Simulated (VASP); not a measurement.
Write the native input for VASP 6.6.1 that does the following.

- Task: single point
- Functional: PBEsol
- Potentials or basis: VASP PAW PBE potentials, release 64 (Ru_pv)
- Cutoff: 520 eV
- k mesh: 10 × 10 × 10
- Occupations: gaussian, width 0.1 eV
- Spin: no spin polarisation
- Dipole correction: no
- Further INCAR settings: ALGO = Normal; EDIFF = 1e-06; NBANDS = 13

The structure of Ru lies in POSCAR:

```
Ru
1.0
   -1.5086892473      1.5086892473      1.5086892473
    1.5086892473     -1.5086892473      1.5086892473
    1.5086892473      1.5086892473     -1.5086892473
Ru
1
Direct
    0.0000000000      0.0000000000      0.0000000000
```

These files were run (other wordings do the same):

INCAR

```
PREC = Accurate ; ENCUT = 520
EDIFF = 1E-6 ; ISMEAR = 0
SIGMA = 0.1 ; LREAL = F
LASPH = T ; NELM = 60
ALGO = Normal ; ISIF = 2
LWAVE = F ; LCHARG = F
GGA = PS ; NBANDS = 13
```

KPOINTS

```
regular mesh
0
Gamma
  10 10 10
```

Potentials or basis: VASP PAW PBE potentials, release 64 (Ru_pv).

The run is started by

```bash
$ cat potpaw_PBE.64/Ru_pv/POTCAR > POTCAR
$ mpirun -np 1 vasp_std > vasp.out
```

Results of the run:

```json
{
 "Pressure": "0.2 GPa",
 "Band gap on the k mesh": "zero (band 7 reaches 14.54 eV, above the bottom of band 8 at 11.16 eV)"
}
```

Caveat: the PAW data sets were made with another functional, which shifts forces and pressure a little.

It took 13 s on 1 thread of AMD EPYC 7R13, with other jobs on the host, peak memory 0.1 GiB.
